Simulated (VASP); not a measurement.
A run of VASP 6.6.1:

File INCAR:

```
PREC = Accurate
ENCUT = 520
EDIFF = 1E-6
ISMEAR = 0
SIGMA = 0.15
LREAL = F
LASPH = T
NELM = 100
ALGO = Fast
ISIF = 2
LWAVE = F
LCHARG = T
GGA = PE
LELF = T
LVHAR = T
NBANDS = 12
```

KPOINTS

```
regular mesh
0
Gamma
  20 20 20
```

The input POSCAR:

```
Ta
1.0
   -1.6595364000      1.6430236000      1.6512800000
    1.6595364000     -1.6430236000      1.6512800000
    1.6595364000      1.6430236000     -1.6512800000
Ta
1
Direct
    0.0000000000      0.0000000000      0.0000000000
```

Potentials or basis: VASP PAW PBE potentials, release 64 (Ta_pv).

The run is started by

```console
$ cat potpaw_PBE.64/Ta_pv/POTCAR > POTCAR
$ mpirun -np 1 vasp_std > vasp.out
```

Hardware: 1 thread of Intel Xeon 8259CL, with other jobs on the host.

Problem. Estimate the wall time of this run.

Solution. Run time: 2.6 min on 1 thread of Intel Xeon 8259CL, with other jobs on the host, peak memory 0.35 GiB. Counts: scf iterations 12, k points 1166.
